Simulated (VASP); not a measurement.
# KMgF3 (Pm-3m) in VASP: notebook

The runs below take KMgF3 through single point, with r2SCAN, PBEsol.

Program: VASP 6.6.1. These are calculated values, not measurements. Logs are shortened: lines on timing, memory, paths and dates and some standing lists are left out, and cuts for length are marked.

## 1. The cell of the first run

It takes space group Pm-3m (No. 221, cubic). Conventional cell: a = 3.986 Å, b = 3.986 Å, c = 3.986 Å, α = 90.00°, β = 90.00°, γ = 90.00°. K (site symmetry m-3m) has 12 F at 2.82 Å and 8 Mg at 3.45 Å within 3.7 Å. Within 2.6 Å of Mg (site symmetry m-3m) lie 6 F at 1.99 Å. Within 2.6 Å of F (site symmetry 4/mmm) lie 2 Mg at 1.99 Å.

## 2. Single point, r2SCAN

Input file POSCAR:

```
KMgF3
1.0
    3.9859000000      0.0000000000      0.0000000000
    0.0000000000      3.9859000000      0.0000000000
    0.0000000000      0.0000000000      3.9859000000
K Mg F
1 1 3
Direct
    0.5000000000      0.5000000000      0.5000000000
    0.0000000000      0.0000000000      0.0000000000
    0.0000000000      0.0000000000      0.5000000000
    0.0000000000      0.5000000000      0.0000000000
    0.5000000000      0.0000000000      0.0000000000
```

Input file INCAR.step1:

```
SYSTEM = KMgF3
PREC = Accurate ; ENCUT = 520
ISMEAR = -1 ; SIGMA = 0.05
LREAL = .False. ; LASPH = .True.
NELM = 80 ; NBANDS = 24
GGA = PE ; ALGO = Normal
EDIFF = 1E-4 ; LWAVE = .True.
LCHARG = .False.
```

Input file INCAR.step2:

```
SYSTEM = KMgF3
PREC = Accurate ; ENCUT = 520
EDIFF = 1E-6 ; ISMEAR = -1
SIGMA = 0.05 ; LREAL = .False.
LASPH = .True. ; NELM = 80
ALGO = Normal ; ISIF = 2
LWAVE = .False. ; LCHARG = .True.
METAGGA = R2SCAN ; LMIXTAU = .True.
LELF = .True. ; LVHAR = .True.
NBANDS = 24 ; ISTART = 1
```

Input file KPOINTS:

```
regular mesh
0
Gamma
  7 7 7
  0 0 0
```

Potentials or basis: VASP PAW PBE potentials, release 64 (K_sv, Mg, F).

Launch:

```console
$ cat potpaw_PBE.64/K_sv/POTCAR potpaw_PBE.64/Mg/POTCAR potpaw_PBE.64/F/POTCAR > POTCAR
$ cp INCAR.step1 INCAR
$ mpirun -np 1 vasp_std > vasp.out
$ cp INCAR.step2 INCAR
$ mpirun -np 1 vasp_std > vasp.out
```

OUTCAR:

```text
SYSTEM = KMgF3
   PREC = Accurate
   ENCUT = 520
   EDIFF = 1E-6
   ISMEAR = -1
   LREAL = .False.
   LASPH = .True.
   NELM = 80
   ISIF = 2
   METAGGA = R2SCAN
   ISTART = 1

 ion  position               nearest neighbor table
   1  0.500  0.500  0.500-   3 2.82   4 2.82   5 2.82   4 2.82   5 2.82   3 2.82   5 2.82   5 2.82
                             3 2.82   4 2.82   4 2.82   3 2.82   2 3.45   2 3.45   2 3.45   2 3.45
   2  0.000  0.000  0.000-   3 1.99   4 1.99   5 1.99   3 1.99   4 1.99   5 1.99   1 3.45   1 3.45
                             1 3.45   1 3.45   1 3.45   1 3.45   1 3.45   1 3.45
   3  0.000  0.000  0.500-   2 1.99   2 1.99   1 2.82   1 2.82   1 2.82   1 2.82
   4  0.000  0.500  0.000-   2 1.99   2 1.99   1 2.82   1 2.82   1 2.82   1 2.82
   5  0.500  0.000  0.000-   2 1.99   2 1.99   1 2.82   1 2.82   1 2.82   1 2.82

  LATTYP: Found a simple cubic cell.
 ALAT       =     3.9859000000

  Lattice vectors:

 A1 = (   3.9859000000,   0.0000000000,   0.0000000000)
 A2 = (   0.0000000000,   3.9859000000,   0.0000000000)
 A3 = (   0.0000000000,   0.0000000000,   3.9859000000)

Analysis of symmetry for initial positions (statically):
=====================================================================
 Subroutine PRICEL returns:
 Original cell was already a primitive cell.

 Routine SETGRP: Setting up the symmetry group for a
 simple cubic supercell.

 Subroutine GETGRP returns: Found 48 space group operations
 (whereof 48 operations were pure point group operations)
 out of a pool of 48 trial point group operations.

The static configuration has the point symmetry O_h .

Analysis of symmetry for dynamics (positions and initial velocities):
=====================================================================
 Subroutine PRICEL returns:
 Original cell was already a primitive cell.

 Routine SETGRP: Setting up the symmetry group for a
 simple cubic supercell.

 Subroutine GETGRP returns: Found 48 space group operations
 (whereof 48 operations were pure point group operations)
 out of a pool of 48 trial point group operations.

The dynamic configuration has the point symmetry O_h .

 Subroutine INISYM returns: Found 48 space group operations
 (whereof 48 operations are pure point group operations),
 and found     1 'primitive' translations

----------------------------------------------------------------------------------------

                                     Primitive cell

  volume of cell :      63.3256

  direct lattice vectors                    reciprocal lattice vectors
     3.985900000  0.000000000  0.000000000     0.250884367  0.000000000  0.000000000
     0.000000000  3.985900000  0.000000000     0.000000000  0.250884367  0.000000000
     0.000000000  0.000000000  3.985900000     0.000000000  0.000000000  0.250884367

  length of vectors
     3.985900000  3.985900000  3.985900000     0.250884367  0.250884367  0.250884367

  position of ions in fractional coordinates (direct lattice)
     0.500000000  0.500000000  0.500000000
     0.000000000  0.000000000  0.000000000
     0.000000000  0.000000000  0.500000000
     0.000000000  0.500000000  0.000000000
     0.500000000  0.000000000  0.000000000

  ion indices of the primitive-cell ions
   primitive index   ion index
                 1           1
                 2           2
                 3           3
                 4           4
                 5           5

----------------------------------------------------------------------------------------

 KPOINTS: regular mesh

Automatic generation of k-mesh.
 Grid dimensions read from file:
 generate k-points for:    7    7    7

 Generating k-lattice:

  Cartesian coordinates                     Fractional coordinates (reciprocal lattice)
     0.035840624  0.000000000  0.000000000     0.142857143  0.000000000  0.000000000
     0.000000000  0.035840624  0.000000000     0.000000000  0.142857143  0.000000000
     0.000000000  0.000000000  0.035840624     0.000000000  0.000000000  0.142857143

  Length of vectors
     0.035840624  0.035840624  0.035840624

  Shift w.r.t. Gamma in fractional coordinates (k-lattice)
     0.000000000  0.000000000  0.000000000

 Subroutine IBZKPT returns following result:
 ===========================================

 Found     20 irreducible k-points:

 Following reciprocal coordinates:
            Coordinates               Weight
  0.000000  0.000000  0.000000      1.000000
  0.142857  0.000000  0.000000      6.000000
  0.285714  0.000000  0.000000      6.000000
  0.428571  0.000000  0.000000      6.000000
  0.142857  0.142857  0.000000     12.000000
  0.285714  0.142857  0.000000     24.000000
[... 12 lines left out ...]
  0.428571  0.428571  0.285714     24.000000
  0.428571  0.428571  0.428571      8.000000
   k-points           NKPTS =     20   k-points in BZ     NKDIM =     20   number of bands    NBANDS=     24
   number of dos      NEDOS =    301   number of ions     NIONS =      5
   total plane-waves  NPLWV =  27000
   dimension x,y,z NGX =    30 NGY =   30 NGZ =   30
   dimension x,y,z NGXF=    60 NGYF=   60 NGZF=   60
   ions per type =               1   1   3
   NGX,Y,Z   is equivalent  to a cutoff of  12.51, 12.51, 12.51 a.u.
   NGXF,Y,Z  is equivalent  to a cutoff of  25.03, 25.03, 25.03 a.u.
 SYSTEM =  KMgF3
   PREC   = accura    normal or accurate (medium, high low for compatibility)
   ISTART =      1    job   : 0-new  1-cont  2-samecut
   ICHARG =      0    charge: 1-file 2-atom 10-const
   ISPIN  =      1    spin polarized calculation?
   LNONCOLLINEAR =      F non collinear calculations
   LSORBIT =      F    spin-orbit coupling
   LASPH  =      T    aspherical Exc in radial PAW
   ENCUT  =  520.0 eV  38.22 Ry    6.18 a.u.   7.41  7.41  7.41*2*pi/ulx,y,z
   NELM   =     80;   NELMIN=  2; NELMDL=  0     # of ELM steps
   EDIFF  = 0.1E-05   stopping-criterion for ELM
   LREAL  =      F    real-space projection
   EDIFFG = 0.1E-04   stopping-criterion for IOM
   NSW    =      0    number of steps for IOM
   IBRION =     -1    ionic relax: 0-MD 1-quasi-New 2-CG
   NFREE  =      0    steps in history (QN), initial steepest desc. (CG)
   ISIF   =      2    stress and relaxation
   ISYM   =      2    0-nonsym 1-usesym 2-fastsym
   POTIM  = 0.5000    time-step for ionic-motion
   TEBEG  =    0.0;   TEEND  =   0.0 temperature during run
   PSTRESS=    0.0 pullay stress
   NELECT =      32.0000    total number of electrons
   NUPDOWN=      -1.0000    fix difference up-down
   EMIN   =  10.00;   EMAX   =-10.00  energy-range for DOS
   EFERMI =   0.00;   METHOD = LEGACY
   ISMEAR =    -1;   SIGMA  =   0.05  broadening in eV -4-tet -1-fermi 0-gaus
   EFERMI_NEDOS =   21; number of points for ismear=-14 and -15
   IALGO  =     38    algorithm
   IMIX   =      4    mixing-type and parameters
     AMIX     =   0.40;   BMIX     =  1.00
     AMIX_MAG =   1.60;   BMIX_MAG =  1.00
  volume/ion in A,a.u.               =      12.67        85.47
  Fermi-wavevector in a.u.,A,eV,Ry     =   1.303962  2.464132 23.134232  1.700318
  Thomas-Fermi vector in A             =   2.434930
   LORBIT       =      0    0 simple, 1 ext, 2 COOP (PROOUT), +10 PAW based schemes
   METAGGA = R2SCAN    functional components
   LHFCALC =     F    Hartree Fock is set to
   AEXX    =    0.0000 exact exchange contribution
   IVDW    =     0    specifies the selected vdW correction
   LEPSILON=     F    determine dielectric tensor
   LRPA    =     F    only Hartree local field effects (RPA)
 non-spin polarized calculation
  energy-cutoff  :      520.00
  volume of cell :       63.33
 maximum number of plane-waves:      1743
 NGX is ok and might be reduce to    30
   NGX = 15   NGY = 15   NGZ = 15

 number of electron      31.9999958 magnetization

 Free energy of the ion-electron system (eV)
  ---------------------------------------------------
  ext. energy  EPLUGINS =         0.00000000
  ---------------------------------------------------
  free energy    TOTEN  =       -37.41498136 eV

  energy without entropy =      -37.41498136  energy(sigma->0) =      -37.41498136

 E-fermi :  -0.9946     XC(G=0): -10.2043

 val. band max:       -2.2498506374   @ k =   0.4286   0.4286   0.4286
 cond. band min:       6.0313063682   @ k =   0.0000   0.0000   0.0000
 fundamental gap:      8.2811570057
 Fermi energy:        -0.9946156210

 k-point     1 :       0.0000    0.0000    0.0000
  band No.  band energies     occupation
      1     -28.8160      2.00000
      2     -23.4571      2.00000
      3     -22.8268      2.00000
      4     -22.8268      2.00000
      5     -11.5427      2.00000
      6     -11.5427      2.00000
[... 16 lines left out ...]
     23      13.0172      0.00000
     24      15.9839      0.00000

 k-point     2 :       0.1429    0.0000    0.0000
  band No.  band energies     occupation
      1     -28.8106      2.00000
      2     -23.4356      2.00000
      3     -22.8529      2.00000
      4     -22.8250      2.00000
      5     -11.5402      2.00000
      6     -11.5326      2.00000
[... 16 lines left out ...]
     23      13.0113      0.00000
     24      15.8528      0.00000

 k-point     3 :       0.2857    0.0000    0.0000
  band No.  band energies     occupation
      1     -28.7984      2.00000
      2     -23.3783      2.00000
      3     -22.9203      2.00000
      4     -22.8215      2.00000
      5     -11.5346      2.00000
      6     -11.5095      2.00000
[... 16 lines left out ...]
     23      12.8908      0.00000
     24      15.5314      0.00000

 k-point     4 :       0.4286    0.0000    0.0000
  band No.  band energies     occupation
      1     -28.7886      2.00000
      2     -23.3184      2.00000
      3     -22.9890      2.00000
      4     -22.8186      2.00000
      5     -11.5303      2.00000
      6     -11.4908      2.00000
[... 16 lines left out ...]
     23      13.0493      0.00000
     24      14.6670      0.00000

 k-point     5 :       0.1429    0.1429    0.0000
  band No.  band energies     occupation
      1     -28.8055      2.00000
      2     -23.4131      2.00000
      3     -22.8640      2.00000
      4     -22.8377      2.00000
      5     -11.5551      2.00000
      6     -11.5227      2.00000
[... 16 lines left out ...]
     23      13.0303      0.00000
     24      15.3841      0.00000

 k-point     6 :       0.2857    0.1429    0.0000
  band No.  band energies     occupation
      1     -28.7940      2.00000
      2     -23.3540      2.00000
      3     -22.9240      2.00000
      4     -22.8397      2.00000
      5     -11.5587      2.00000
      6     -11.5057      2.00000
[... 16 lines left out ...]
     23      12.9778      0.00000
     24      14.9167      0.00000
[... 271 lines left out ...]
 k-point    17 :       0.2857    0.2857    0.2857
  band No.  band energies     occupation
      1     -28.7725      2.00000
      2     -23.2092      2.00000
      3     -22.9379      2.00000
      4     -22.9379      2.00000
      5     -11.6148      2.00000
      6     -11.6148      2.00000
[... 16 lines left out ...]
     23      13.5985      0.00000
     24      14.9572      0.00000

 k-point    18 :       0.4286    0.2857    0.2857
  band No.  band energies     occupation
      1     -28.7661      2.00000
      2     -23.1401      2.00000
      3     -22.9970      2.00000
      4     -22.9330      2.00000
      5     -11.6421      2.00000
      6     -11.6310      2.00000
[... 16 lines left out ...]
     23      13.4653      0.00000
     24      14.4546      0.00000

 k-point    19 :       0.4286    0.4286    0.2857
  band No.  band energies     occupation
      1     -28.7605      2.00000
      2     -23.0722      2.00000
      3     -23.0011      2.00000
      4     -22.9758      2.00000
      5     -11.6745      2.00000
      6     -11.6698      2.00000
[... 16 lines left out ...]
     23      13.8152      0.00000
     24      13.8271      0.00000

 k-point    20 :       0.4286    0.4286    0.4286
  band No.  band energies     occupation
      1     -28.7558      2.00000
      2     -23.0314      2.00000
      3     -22.9948      2.00000
      4     -22.9948      2.00000
      5     -11.7084      2.00000
      6     -11.7084      2.00000
[... 16 lines left out ...]
     23      14.1861      0.00000
     24      14.3108      0.00000

------------------------ aborting loop because EDIFF is reached ----------------------------------------

  FORCE on cell =-STRESS in cart. coord.  units (eV):
  Direction    XX          YY          ZZ          XY          YZ          ZX
  --------------------------------------------------------------------------------------
  -------------------------------------------------------------------------------------
  Total       -0.3630320     -0.3630320     -0.3630320      0.0000000      0.0000000     -0.0000000
  in kB       -9.1849388     -9.1849388     -9.1849388      0.0000000      0.0000000     -0.0000000
  external PRESSURE =      -9.1849388 kB  Pullay stress =       0.0000000 kB

 VOLUME and BASIS-vectors are now :
 -----------------------------------------------------------------------------
  energy-cutoff  :      520.00
  volume of cell :       63.33
      direct lattice vectors                 reciprocal lattice vectors
     3.985900000  0.000000000  0.000000000     0.250884367  0.000000000  0.000000000
     0.000000000  3.985900000  0.000000000     0.000000000  0.250884367  0.000000000
     0.000000000  0.000000000  3.985900000     0.000000000  0.000000000  0.250884367

 POSITION                                       TOTAL-FORCE (eV/Angst)
 -----------------------------------------------------------------------------------
      1.99295      1.99295      1.99295         0.000000      0.000000      0.000000
      0.00000      0.00000      0.00000         0.000000      0.000000      0.000000
      0.00000      0.00000      1.99295         0.000000      0.000000      0.000000
      0.00000      1.99295      0.00000         0.000000      0.000000      0.000000
      1.99295      0.00000      0.00000         0.000000      0.000000      0.000000
 -----------------------------------------------------------------------------------
    total drift:                                0.000000     -0.000000      0.000000

  FREE ENERGIE OF THE ION-ELECTRON SYSTEM (eV)
  ---------------------------------------------------
  free  energy   TOTEN  =       -37.4149813553 eV

  energy  without entropy=      -37.4149813553  energy(sigma->0) =      -37.41498136
```

Wall time 1.8 min (1 thread of Intel Xeon 8259CL, shared host); peak memory 0.19 GiB.

What came out:

```yaml
Free_energy: -37.4150 eV
Pressure: -0.9 GPa
Band_gap_on_the_k_mesh: 8.28 eV (least direct gap 8.57 eV)
```

Levels at points of the mesh, in eV from the valence-band top:
```csv
k point,band 12,band 13,band 14,band 15,band 16,band 17,band 18,band 19,band 20,band 21
"(0.00, 0.00, 0.00)",-0.60,-0.60,-0.29,-0.29,-0.29,8.28,10.87,10.87,13.20,13.20
```

Caveat: the PAW data sets were made with another functional, which shifts forces and pressure a little; an odd mesh through Γ misses points on the zone boundary, where band edges can lie. r2SCAN opens gaps a little over a GGA but as a rule still falls short of measured ones.

(Part 1 of 2 ends here.)
